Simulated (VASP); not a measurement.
# MoS2 (P-1) in VASP: single point with PBE+D3(BJ)

Aim: the single point of MoS2 with PBE+D3(BJ).

Everything below comes from runs of VASP 6.6.1. Logs are shortened: lines on timing, memory, paths and dates and some standing lists are left out, and cuts for length are marked.

**1. The cell of the first run**

The typed cell holds 6 atoms: a = 3.149 Å, b = 3.149 Å, c = 12.090 Å, α = 90.01°, β = 90.01°, γ = 120.00°.

**2. Single point, PBE+D3(BJ)**

INCAR reads:

```
SYSTEM = MoS2
ALGO = Normal
EDIFF = 1E-6
ENCUT = 520
GGA = PE
ISIF = 2
ISMEAR = 0
IVDW = 12
LASPH = .TRUE.
LCHARG = .FALSE.
LREAL = .FALSE.
LWAVE = .FALSE.
NBANDS = 35
NELM = 80
PREC = Accurate
SIGMA = 0.05
```

KPOINTS reads:

```
k-points
0
G
  12 12 2
  0 0 0
```

POSCAR reads:

```
MoS2
1.0
    3.1493510250     -0.0000227882     -0.0001903731
   -1.5746952477      2.7274156595     -0.0001761205
   -0.0007308661     -0.0012027150     12.0897486865
Mo S
2 4
Direct
    0.3336296678      0.6673233302      0.2500251241
    0.6663728992      0.3326734737      0.7499748839
    0.3329140261      0.6658888459      0.6204583610
    0.6668445832      0.3338812855      0.1205081971
    0.3331563376      0.6661234218      0.8794916528
    0.6670824861      0.3341096429      0.3795417811
```

Potentials or basis: VASP PAW PBE potentials, release 64 (Mo_sv, S).

Launch:

```console
$ cat potpaw_PBE.64/Mo_sv/POTCAR potpaw_PBE.64/S/POTCAR > POTCAR
$ mpirun -np 1 vasp_std > vasp.out
```

OUTCAR:

```text
SYSTEM = MoS2
   EDIFF = 1E-6
   ENCUT = 520
   GGA = PE
   ISIF = 2
   ISMEAR = 0
   IVDW = 12
   LASPH = .TRUE.
   LREAL = .FALSE.
   NELM = 80
   PREC = Accurate
 IVDW          = 12

 ion  position               nearest neighbor table
   1  0.334  0.667  0.250-   6 2.40   4 2.40   4 2.40   6 2.40   6 2.40   4 2.40
   2  0.666  0.333  0.750-   3 2.40   5 2.40   5 2.40   3 2.40   5 2.40   3 2.40
   3  0.333  0.666  0.620-   2 2.40   2 2.40   2 2.40
   4  0.667  0.334  0.121-   1 2.40   1 2.40   1 2.40
   5  0.333  0.666  0.879-   2 2.40   2 2.40   2 2.40
   6  0.667  0.334  0.380-   1 2.40   1 2.40   1 2.40

  LATTYP: Found a base centered monoclinic cell.
 ALAT       =     3.1493194226
 B/A-ratio  =     1.7320768625
 C/A-ratio  =     3.8388448887
 COS(beta)  =    -0.0002327531

  Lattice vectors:

 A1 = (   3.1493510250,  -0.0000227882,  -0.0001903731)
 A2 = (  -1.5746952477,   2.7274156595,  -0.0001761205)
 A3 = (  -0.0007308661,  -0.0012027150,  12.0897486865)

Analysis of symmetry for initial positions (statically):
=====================================================================
 Subroutine PRICEL returns:
 Original cell was already a primitive cell.

 Routine SETGRP: Setting up the symmetry group for a
 base centered monoclinic supercell.

 Subroutine GETGRP returns: Found  2 space group operations
 (whereof  2 operations were pure point group operations)
 out of a pool of  4 trial point group operations.

The static configuration has the point symmetry S_2 .

Analysis of symmetry for dynamics (positions and initial velocities):
=====================================================================
 Subroutine PRICEL returns:
 Original cell was already a primitive cell.

 Routine SETGRP: Setting up the symmetry group for a
 base centered monoclinic supercell.

 Subroutine GETGRP returns: Found  2 space group operations
 (whereof  2 operations were pure point group operations)
 out of a pool of  4 trial point group operations.

The dynamic configuration has the point symmetry S_2 .

 Subroutine INISYM returns: Found  2 space group operations
 (whereof  2 operations are pure point group operations),
 and found     1 'primitive' translations

----------------------------------------------------------------------------------------

                                     Primitive cell

  volume of cell :     103.8455

  direct lattice vectors                    reciprocal lattice vectors
     3.149351025 -0.000022788 -0.000190373     0.317527064  0.183326793  0.000037433
    -1.574695248  2.727415660 -0.000176120     0.000002655  0.366648987  0.000036475
    -0.000730866 -0.001202715 12.089748687     0.000005000  0.000008228  0.082714706

  length of vectors
     3.149351031  3.149358877 12.089748768     0.366649902  0.366648988  0.082714707

  position of ions in fractional coordinates (direct lattice)
     0.333629668  0.667323330  0.250025124
     0.666372899  0.332673474  0.749974884
     0.332914026  0.665888846  0.620458361
     0.666844583  0.333881285  0.120508197
     0.333156338  0.666123422  0.879491653
     0.667082486  0.334109643  0.379541781

  ion indices of the primitive-cell ions
   primitive index   ion index
                 1           1
                 2           2
                 3           3
                 4           4
                 5           5
                 6           6

----------------------------------------------------------------------------------------

 KPOINTS: k-points

Automatic generation of k-mesh.
 Grid dimensions read from file:
 generate k-points for:   12   12    2

 Generating k-lattice:

  Cartesian coordinates                     Fractional coordinates (reciprocal lattice)
     0.026460589  0.015277233  0.000003119     0.083333333 -0.000000000 -0.000000000
     0.000000221  0.030554082  0.000003040    -0.000000000  0.083333333 -0.000000000
     0.000002500  0.000004114  0.041357353     0.000000000  0.000000000  0.500000000

  Length of vectors
     0.030554159  0.030554082  0.041357354

  Shift w.r.t. Gamma in fractional coordinates (k-lattice)
     0.000000000  0.000000000  0.000000000

 Subroutine IBZKPT returns following result:
 ===========================================

 Found    148 irreducible k-points:

 Following reciprocal coordinates:
            Coordinates               Weight
  0.000000  0.000000  0.000000      1.000000
  0.083333  0.000000  0.000000      2.000000
 -0.000000 -0.083333 -0.000000      2.000000
  0.166667  0.000000  0.000000      2.000000
  0.000000 -0.166667 -0.000000      2.000000
  0.250000 -0.000000  0.000000      2.000000
[... 16 lines left out ...]
  0.500000  0.083333  0.000000      2.000000
 -0.083333  0.500000  0.000000      2.000000
 [... further k-points ...]
   k-points           NKPTS =    148   k-points in BZ     NKDIM =    148   number of bands    NBANDS=     35
   number of dos      NEDOS =    301   number of ions     NIONS =      6
   total plane-waves  NPLWV =  51840
   dimension x,y,z NGX =    24 NGY =   24 NGZ =   90
   dimension x,y,z NGXF=    48 NGYF=   48 NGZF=  180
   ions per type =               2   4
   NGX,Y,Z   is equivalent  to a cutoff of  12.67, 12.67, 12.38 a.u.
   NGXF,Y,Z  is equivalent  to a cutoff of  25.34, 25.34, 24.75 a.u.
 SYSTEM =  MoS2
   PREC   = accura    normal or accurate (medium, high low for compatibility)
   ISTART =      0    job   : 0-new  1-cont  2-samecut
   ICHARG =      2    charge: 1-file 2-atom 10-const
   ISPIN  =      1    spin polarized calculation?
   LNONCOLLINEAR =      F non collinear calculations
   LSORBIT =      F    spin-orbit coupling
   LASPH  =      T    aspherical Exc in radial PAW
   ENCUT  =  520.0 eV  38.22 Ry    6.18 a.u.   5.86  5.86 22.48*2*pi/ulx,y,z
   NELM   =     80;   NELMIN=  2; NELMDL= -5     # of ELM steps
   EDIFF  = 0.1E-05   stopping-criterion for ELM
   LREAL  =      F    real-space projection
   EDIFFG = 0.1E-04   stopping-criterion for IOM
   NSW    =      0    number of steps for IOM
   IBRION =     -1    ionic relax: 0-MD 1-quasi-New 2-CG
   NFREE  =      0    steps in history (QN), initial steepest desc. (CG)
   ISIF   =      2    stress and relaxation
   ISYM   =      2    0-nonsym 1-usesym 2-fastsym
   POTIM  = 0.5000    time-step for ionic-motion
   TEBEG  =    0.0;   TEEND  =   0.0 temperature during run
   PSTRESS=    0.0 pullay stress
   NELECT =      52.0000    total number of electrons
   NUPDOWN=      -1.0000    fix difference up-down
   EMIN   =  10.00;   EMAX   =-10.00  energy-range for DOS
   EFERMI =   0.00;   METHOD = LEGACY
   ISMEAR =     0;   SIGMA  =   0.05  broadening in eV -4-tet -1-fermi 0-gaus
   EFERMI_NEDOS =   21; number of points for ismear=-14 and -15
   IALGO  =     38    algorithm
   IMIX   =      4    mixing-type and parameters
     AMIX     =   0.40;   BMIX     =  1.00
     AMIX_MAG =   1.60;   BMIX_MAG =  1.00
  volume/ion in A,a.u.               =      17.31       116.80
  Fermi-wavevector in a.u.,A,eV,Ry     =   1.300010  2.456663 22.994196  1.690026
  Thomas-Fermi vector in A             =   2.431237
   LORBIT       =      0    0 simple, 1 ext, 2 COOP (PROOUT), +10 PAW based schemes
   GGA     = PE    functional components
   LHFCALC =     F    Hartree Fock is set to
   AEXX    =    0.0000 exact exchange contribution
   IVDW    =    12    specifies the selected vdW correction
   LEPSILON=     F    determine dielectric tensor
   LRPA    =     F    only Hartree local field effects (RPA)
 non-spin polarized calculation
 Gauss-broadening in eV      SIGMA  =   0.05
  energy-cutoff  :      520.00
  volume of cell :      103.85
 maximum number of plane-waves:      2820
   NGX = 11   NGY = 11   NGZ = 45

 number of electron      52.0000003 magnetization

 Free energy of the ion-electron system (eV)
  ---------------------------------------------------
  ext. energy  EPLUGINS =         0.00000000
  ---------------------------------------------------
  free energy    TOTEN  =       -43.54505357 eV

  energy without entropy =      -43.54505357  energy(sigma->0) =      -43.54505357

 E-fermi :   8.3062     XC(G=0): -11.0148

 val. band max:        7.9471486986   @ k =   0.0000   0.0000   0.0000
 cond. band min:       8.7470699856   @ k =  -0.1667   0.3333   0.0000
 fundamental gap:      0.7999212870
 Fermi energy:         8.3061981875

 k-point     1 :       0.0000    0.0000    0.0000
  band No.  band energies     occupation
      1     -53.5910      2.00000
      2     -53.5908      2.00000
      3     -27.7546      2.00000
      4     -27.7544      2.00000
      5     -27.5133      2.00000
      6     -27.5133      2.00000
[... 27 lines left out ...]
     34      10.4019      0.00000
     35      13.5860      0.00000

 k-point     2 :       0.0833    0.0000    0.0000
  band No.  band energies     occupation
      1     -53.5881      2.00000
      2     -53.5879      2.00000
      3     -27.7490      2.00000
      4     -27.7488      2.00000
      5     -27.5418      2.00000
      6     -27.5416      2.00000
[... 27 lines left out ...]
     34      10.2953      0.00000
     35      14.0849      0.00000

 k-point     3 :      -0.0000   -0.0833   -0.0000
  band No.  band energies     occupation
      1     -53.5881      2.00000
      2     -53.5879      2.00000
      3     -27.7490      2.00000
      4     -27.7488      2.00000
      5     -27.5418      2.00000
      6     -27.5416      2.00000
[... 27 lines left out ...]
     34      10.2960      0.00000
     35      14.0971      0.00000
[... 723 lines left out ...]
 k-point    23 :       0.5000    0.0833    0.0000
  band No.  band energies     occupation
      1     -53.5478      2.00000
      2     -53.5476      2.00000
      3     -27.9111      2.00000
      4     -27.9109      2.00000
      5     -27.6705      2.00000
      6     -27.6703      2.00000
[... 27 lines left out ...]
     34      11.9724      0.00000
     35      13.4836      0.00000

 k-point    24 :      -0.0833    0.5000    0.0000
  band No.  band energies     occupation
      1     -53.5478      2.00000
      2     -53.5476      2.00000
      3     -27.9111      2.00000
      4     -27.9109      2.00000
      5     -27.6705      2.00000
      6     -27.6703      2.00000
[... 27 lines left out ...]
     34      11.9721      0.00000
     35      13.4811      0.00000

 [... further k-points ...]

------------------------ aborting loop because EDIFF is reached ----------------------------------------

 Edisp (eV)   -2.62510

 E8    (eV) :    -1.0585

  FORCE on cell =-STRESS in cart. coord.  units (eV):
  Direction    XX          YY          ZZ          XY          YZ          ZX
  --------------------------------------------------------------------------------------
  -------------------------------------------------------------------------------------
  Total      -0.08453    -0.08605    -0.12062     0.00087     0.00139     0.00063
  in kB      -1.30415    -1.32756    -1.86092     0.01350     0.02142     0.00967
  external pressure =       -1.50 kB  Pullay stress =        0.00 kB

 VOLUME and BASIS-vectors are now :
 -----------------------------------------------------------------------------
  energy-cutoff  :      520.00
  volume of cell :      103.85
      direct lattice vectors                 reciprocal lattice vectors
     3.149351025 -0.000022788 -0.000190373     0.317527064  0.183326793  0.000037433
    -1.574695248  2.727415660 -0.000176120     0.000002655  0.366648987  0.000036475
    -0.000730866 -0.001202715 12.089748687     0.000005000  0.000008228  0.082714706

 POSITION                                       TOTAL-FORCE (eV/Angst)
 -----------------------------------------------------------------------------------
     -0.00030      1.81976      3.02256         0.000185     -0.000401     -0.000188
      1.57423      0.90642      9.06682        -0.000185      0.000401      0.000188
     -0.00056      1.81540      7.50101         0.000220      0.000660      0.013925
      1.57428      0.91047      1.45673         0.000108     -0.000247      0.013402
     -0.00036      1.81573     10.63265        -0.000108      0.000247     -0.013402
      1.57448      0.91078      4.58838        -0.000220     -0.000660     -0.013925
 -----------------------------------------------------------------------------------
    total drift:                               -0.017282      0.011485     -0.000183

  FREE ENERGIE OF THE ION-ELECTRON SYSTEM (eV)
  ---------------------------------------------------
  free  energy   TOTEN  =       -46.1701567626 eV

  energy  without entropy=      -46.1701567626  energy(sigma->0) =      -46.17015676
```

Wall time 18 min (1 thread of Intel Xeon 8259CL, shared host); peak memory 0.53 GiB.

What came out:

| Quantity | Value |
| --- | --- |
| Free energy | -46.1702 eV |
| Pressure | -0.1 GPa |
| Largest force | 0.014 eV/Å |
| Band gap on the k mesh | 0.80 eV (least direct gap 1.70 eV) |
| Dispersion energy per atom | -0.438 eV |

Forces on the atoms (eV/Å):
```
Mo   0.000  0.000  0.000
Mo   0.000  0.000  0.000
S    0.000  0.001  0.014
S    0.000  0.000  0.013
S    0.000  0.000 -0.013
S    0.000 -0.001 -0.014
```

Levels at points of the mesh, in eV from the valence-band top:
| k point | band 24 | band 25 | band 26 | band 27 | band 28 | band 29 |
| --- | --- | --- | --- | --- | --- | --- |
| (0.00, 0.00, 0.00) | -1.27 | -1.11 | 0.00 | 2.09 | 2.09 | 2.13 |
| (0.50, 0.00, 0.00) | -1.52 | -1.49 | -1.33 | 1.62 | 1.68 | 1.99 |
| (0.00, 0.50, 0.00) | -1.52 | -1.48 | -1.33 | 1.62 | 1.68 | 1.99 |
| (0.50, 0.50, 0.00) | -1.52 | -1.49 | -1.33 | 1.62 | 1.68 | 1.99 |
| (0.00, 0.00, 0.50) | -2.18 | -0.27 | -0.26 | 2.10 | 2.10 | 2.10 |
| (0.50, 0.00, 0.50) | -1.65 | -1.40 | -1.40 | 1.65 | 1.65 | 2.17 |
| (0.00, 0.50, 0.50) | -1.65 | -1.40 | -1.40 | 1.65 | 1.65 | 2.17 |
| (0.50, 0.50, 0.50) | -1.65 | -1.40 | -1.40 | 1.65 | 1.65 | 2.17 |

A k mesh can miss the band edges.
